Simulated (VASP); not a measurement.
LiTiH3: single point with PBE

Crystal: LiTiH3.

```
CELL_PARAMETERS angstrom
-2.46621 2.46621 3.62717
2.46621 -2.46621 3.62717
2.46621 2.46621 -3.62717
ATOMIC_POSITIONS crystal
Li 0.75000 0.25000 0.50000
Li 0.25000 0.75000 0.50000
Ti 0.50000 0.50000 0.00000
Ti 0.00000 0.00000 0.00000
H 0.33578 0.83578 0.17157
H 0.83578 0.66422 0.50000
H 0.75000 0.75000 0.00000
H 0.66422 0.16422 0.82843
H 0.16422 0.33578 0.50000
H 0.25000 0.25000 0.00000
```

| Property | Result |
| --- | --- |
| Program | VASP 6.6.1 |
| Task | single point |
| Functional | PBE |
| Potentials or basis | VASP PAW PBE potentials, release 64 (Li_sv, Ti_sv, H) |
| Cutoff | 520 eV |
| k mesh | 4 × 4 × 4 |
| Occupations | gaussian, width 0.1 eV |
| Spin | no spin polarisation |
| Dipole correction | no |
| Further INCAR settings | ALGO = Normal; EDIFF = 1e-06; NBANDS = 29 |

- Largest force: 0.003 eV/Å
- Band gap on the k mesh: zero (bands 18 and 19 overlap by 1.60 eV)

Forces in eV/Å, atoms in the order of the input:
```
Li   0.000  0.000  0.000
Li   0.000  0.000  0.000
Ti   0.000  0.000  0.000
Ti   0.000  0.000  0.000
H    0.002  0.002  0.000
H   -0.002  0.002  0.000
H    0.000  0.000  0.000
H   -0.002 -0.002  0.000
H    0.002 -0.002  0.000
H    0.000  0.000  0.000
```

Levels at points of the mesh, in eV from the Fermi level:
| k point | band 16 | band 17 | band 18 | band 19 | band 20 | band 21 |
| --- | --- | --- | --- | --- | --- | --- |
| (0.00, 0.00, 0.00) | -2.70 | -1.33 | -1.33 | -1.14 | 1.10 | 1.28 |
| (0.50, 0.00, 0.00) | -3.88 | -0.12 | -0.12 | 0.03 | 0.03 | 0.38 |
| (0.50, 0.50, 0.00) | -4.19 | -1.55 | 0.19 | 0.23 | 0.32 | 0.76 |
| (0.50, 0.50, 0.50) | -3.60 | -1.01 | 0.46 | 0.46 | 0.61 | 0.61 |

Run time: 33 s on 1 thread of Intel(R) Xeon(R) Platinum 8488C (Sapphire Rapids), on a shared host, peak memory 0.24 GiB.

Caveat: the k points lie up to 0.39 Å⁻¹ apart, too coarse for converged energies and pressures of a metal.
